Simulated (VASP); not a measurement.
# Mo (P6/mmm) in VASP: a series of runs, part 2 of 2

VASP 6.6.1.

## Step 3: Single point, r2SCAN

This run uses another cell than the first one, of 15.94 Å³/atom.

The input, POSCAR:

```
Mo
1.0
    4.6551064452      0.0000000000      0.0000000000
   -2.3275532226      4.0314404388      0.0000000000
    0.0000000000      0.0000000000      2.5475617743
Mo
3
Direct
    0.0000000000      1.0000000000      1.0000000000
    0.3333333333      0.6666666667      0.5000000000
    0.6666666667      0.3333333333      0.5000000000
```

The input, INCAR.step1:

```
  PREC = Accurate
  ENCUT = 520
  ISMEAR = -1
  SIGMA = 0.1
  LREAL = F
  LASPH = T
  NELM = 100
  NBANDS = 28
  GGA = PE
  ALGO = Normal
  EDIFF = 1E-4
  LWAVE = T
  LCHARG = F
```

The input, INCAR.step2:

```
  PREC = Accurate
  ENCUT = 520
  EDIFF = 1E-7
  ISMEAR = -1
  SIGMA = 0.1
  LREAL = F
  LASPH = T
  NELM = 100
  ALGO = Normal
  ISIF = 2
  LWAVE = F
  LCHARG = F
  METAGGA = R2SCAN
  LMIXTAU = T
  NBANDS = 28
  ISTART = 1
```

The input, KPOINTS:

```
Automatic mesh
0
Gamma
  10 10 16
```

Potentials or basis: VASP PAW PBE potentials, release 64 (Mo_sv).

Run with:

```bash
cat potpaw_PBE.64/Mo_sv/POTCAR > POTCAR
cp INCAR.step1 INCAR
mpirun -np 1 vasp_std > vasp.out
cp INCAR.step2 INCAR
mpirun -np 1 vasp_std > vasp.out
```

OUTCAR:

```text
PREC = Accurate
   ENCUT = 520
   EDIFF = 1E-7
   ISMEAR = -1
   LREAL = F
   LASPH = T
   NELM = 100
   ISIF = 2
   METAGGA = R2SCAN
   ISTART = 1

 ion  position               nearest neighbor table
   1  0.000  0.000  0.000-   2 2.97   3 2.97   2 2.97   3 2.97   2 2.97   2 2.97   3 2.97   3 2.97
                             3 2.97   3 2.97   2 2.97   2 2.97
   2  0.333  0.667  0.500-   3 2.69   3 2.69   3 2.69   1 2.97   1 2.97   1 2.97   1 2.97   1 2.97
                             1 2.97
[... 945 lines left out ...]
  Direction    XX          YY          ZZ          XY          YZ          ZX
  --------------------------------------------------------------------------------------
  -------------------------------------------------------------------------------------
  Total        0.3326731      0.3326731      0.3881697      0.0000000      0.0000000      0.0000000
  in kB       11.1484290     11.1484290     13.0082120      0.0000000      0.0000000      0.0000000
  external PRESSURE =      11.7683567 kB  Pullay stress =       0.0000000 kB

 VOLUME and BASIS-vectors are now :
 -----------------------------------------------------------------------------
  energy-cutoff  :      520.00
  volume of cell :       47.81
      direct lattice vectors                 reciprocal lattice vectors
     4.655106445  0.000000000  0.000000000     0.214817859  0.124025149  0.000000000
    -2.327553223  4.031440439  0.000000000     0.000000000  0.248050297  0.000000000
     0.000000000  0.000000000  2.547561774     0.000000000  0.000000000  0.392532189

 POSITION                                       TOTAL-FORCE (eV/Angst)
 -----------------------------------------------------------------------------------
      0.00000      0.00000      0.00000         0.000000      0.000000      0.000000
     -0.00000      2.68763      1.27378         0.000000     -0.000000     -0.000000
      2.32755      1.34381      1.27378        -0.000000      0.000000      0.000000
 -----------------------------------------------------------------------------------
    total drift:                                0.000000      0.000000     -0.000000

  FREE ENERGIE OF THE ION-ELECTRON SYSTEM (eV)
  ---------------------------------------------------
  free  energy   TOTEN  =       -76.9626822027 eV

  energy  without entropy=      -76.8472314730  energy(sigma->0) =      -76.90495684
```

OSZICAR.step1:

```text
N       E                     dE             d eps       ncg     rms          rms(c)
DAV:   1     0.465372260655E+03    0.46537E+03   -0.25677E+04  7056   0.157E+03
DAV:   2    -0.200333399588E+02   -0.48541E+03   -0.47542E+03  7732   0.491E+02
DAV:   3    -0.332228209230E+02   -0.13189E+02   -0.12766E+02  8860   0.770E+01
DAV:   4    -0.333932329687E+02   -0.17041E+00   -0.16939E+00  7632   0.739E+00
DAV:   5    -0.333949846472E+02   -0.17517E-02   -0.17509E-02  7916   0.800E-01    0.244E+01
DAV:   6    -0.318817698008E+02    0.15132E+01   -0.35654E+00  7288   0.140E+01    0.716E+00
DAV:   7    -0.317797496051E+02    0.10202E+00   -0.15350E+00  8208   0.814E+00    0.263E+00
DAV:   8    -0.316667734393E+02    0.11298E+00   -0.54386E-01  7660   0.476E+00    0.117E+00
DAV:   9    -0.316589134658E+02    0.78600E-02   -0.24303E-02  7812   0.127E+00    0.250E-01
DAV:  10    -0.316589803735E+02   -0.66908E-04   -0.77175E-04  7884   0.248E-01
   1 F= -.31658980E+02 E0= -.31597900E+02  d E =-.122161E+00
```

Wall time 6.2 min (1 thread of Intel Xeon 6975P-C (Granite Rapids), shared host); peak memory 0.25 GiB.

What came out:

| Quantity | Value |
| --- | --- |
| Free energy | -76.9627 eV |
| Pressure | 1.2 GPa |
| Band gap on the k mesh | zero (bands 21 and 22 overlap by 1.55 eV) |

Levels at points of the mesh, in eV from the Fermi level:
```csv
k point,band 18,band 19,band 20,band 21,band 22,band 23,band 24,band 25
"(0.00, 0.00, 0.00)",-2.34,-2.29,-2.29,-0.54,-0.54,1.97,1.97,2.06
"(0.50, 0.00, 0.00)",-2.80,-2.36,-2.30,1.01,1.11,2.09,2.20,2.29
"(0.00, 0.00, 0.50)",-1.60,-1.21,-1.21,0.12,0.12,2.57,2.57,3.27
"(0.50, 0.00, 0.50)",-2.13,-1.89,-0.25,-0.20,1.21,1.22,2.23,2.58
```

Caveat: the PAW data sets were made with another functional, which shifts forces and pressure a little.

## Step 4: Relaxation of cell and atoms, r2SCAN

This run uses another cell than the first one, of 15.59 Å³/atom.

The input, POSCAR:

```
Mo
1.0
    4.4494349246      0.0000000000      0.0000000000
   -2.2247174623      3.8533236772      0.0000000000
    0.0000000000      0.0000000000      2.7275036088
Mo
3
Direct
    0.0000000000      0.0000000000      0.0000000000
    0.3333333333      0.6666666667      0.5000000000
    0.6666666667      0.3333333333      0.5000000000
```

The input, INCAR.step1:

```
ALGO = Normal ; EDIFF = 1E-4
ENCUT = 600 ; GGA = PE
ISMEAR = -1 ; LASPH = True
LCHARG = False ; LREAL = False
LWAVE = True ; NELM = 80
PREC = Accurate ; SIGMA = 0.1
```

The input, INCAR.step2:

```
ALGO = Normal ; EDIFF = 1E-6
EDIFFG = -0.01 ; ENCUT = 600
IBRION = 2 ; ISIF = 3
ISMEAR = -1 ; ISTART = 1
LASPH = True ; LCHARG = False
LMIXTAU = True ; LREAL = False
LWAVE = False ; METAGGA = R2SCAN
NELM = 80 ; NSW = 80
PREC = Accurate ; SIGMA = 0.1
```

The input, KPOINTS:

```
k-points
0
Gamma
  8 8 11
```

Run with:

```bash
cat potpaw_PBE.64/Mo_sv/POTCAR > POTCAR
cp INCAR.step1 INCAR
mpirun -np 1 vasp_std > vasp.out
cp INCAR.step2 INCAR
mpirun -np 1 vasp_std > vasp.out
```

Run time: 11 min. Hardware: 1 thread of Intel Xeon 6975P-C (Granite Rapids), shared host; peak memory 0.24 GiB.

Results (log left out):

| Item | Value |
| --- | --- |
| Free energy | -76.9461 eV |
| Relaxed volume | 16.01 Å³/atom |
| Relaxed cell | a = 4.661 Å, b = 4.661 Å, c = 2.552 Å, α = 90.00°, β = 90.00°, γ = 120.00° |
| Space group after relaxing (to 0.1 Å) | P6/mmm (No. 191) |
| Energy gained by relaxing | 138.9 meV/atom |
| Ionic steps | 8 |
| Pressure after relaxing | 0.0 GPa |
| Band gap on the k mesh | zero (bands 21 and 22 overlap by 1.52 eV) |

Step by step:
| step | energy change (eV) | largest force (eV/Å) | pressure (GPa) | volume (Å³) |
| --- | --- | --- | --- | --- |
| 1 | 0.0000 | 0.0000 | 6.48 | 46.76 |
| 2 | -0.2935 | 0.0000 | -12.67 | 50.91 |
| 3 | -0.3454 | 0.0000 | -9.03 | 49.88 |
| 4 | 0.0532 | 0.0000 | 16.26 | 45.99 |
| 5 | -0.4028 | 0.0000 | -4.06 | 48.87 |
| 6 | -0.4031 | 0.0000 | -3.72 | 48.81 |
| 7 | -0.3933 | 0.0000 | 5.33 | 47.00 |
| 8 | -0.4167 | 0.0000 | -0.01 | 48.02 |

Final structure:
```
Mo
1.0
     4.66084    0.00000    0.00000
    -2.33042    4.03640    0.00000
     0.00000    0.00000    2.55238
Mo
3
Direct
  0.00000 0.00000 0.00000
  0.33333 0.66667 0.50000
  0.66667 0.33333 0.50000
```

Levels at points of the mesh, in eV from the Fermi level:
| k point | band 18 | band 19 | band 20 | band 21 | band 22 | band 23 | band 24 | band 25 |
| --- | --- | --- | --- | --- | --- | --- | --- | --- |
| (0.00, 0.00, 0.00) | -2.33 | -2.28 | -2.28 | -0.53 | -0.53 | 1.94 | 1.94 | 2.04 |
| (0.50, 0.00, 0.00) | -2.78 | -2.34 | -2.28 | 0.99 | 1.11 | 2.09 | 2.28 | 2.68 |

Caveat: the PAW data sets were made with another functional, which shifts forces and pressure a little.

## Step 5: Overview

```csv
task,cell,k mesh,cutoff (eV),gap on the mesh (eV),pressure (GPa)
single point,"a = 4.834, b = 4.834, c = 2.646 Å, angles 90.0, 90.0, 120.0°, 3 atoms",9 × 9 × 14,520,none,-21.6
single point,"a = 4.655, b = 4.655, c = 2.548 Å, angles 90.0, 90.0, 120.0°, 3 atoms",10 × 10 × 16,520,none,1.2
relaxation of cell and atoms,"relaxed from a = 4.449, b = 4.449, c = 2.728 Å, angles 90.0, 90.0, 120.0°, 3 atoms",8 × 8 × 11,600,none,0.0
```

Alike in all rows: level r2SCAN; potentials or basis VASP PAW PBE potentials, release 64 (Mo_sv); no spin polarisation; smearing fermi-dirac 0.1 eV.

Caveats: the PAW data sets were made with another functional, which shifts forces and pressure a little; the cell stands under tension (at least some runs).

Total energies depend on the potentials used, so only differences within one code and one set of settings carry meaning.
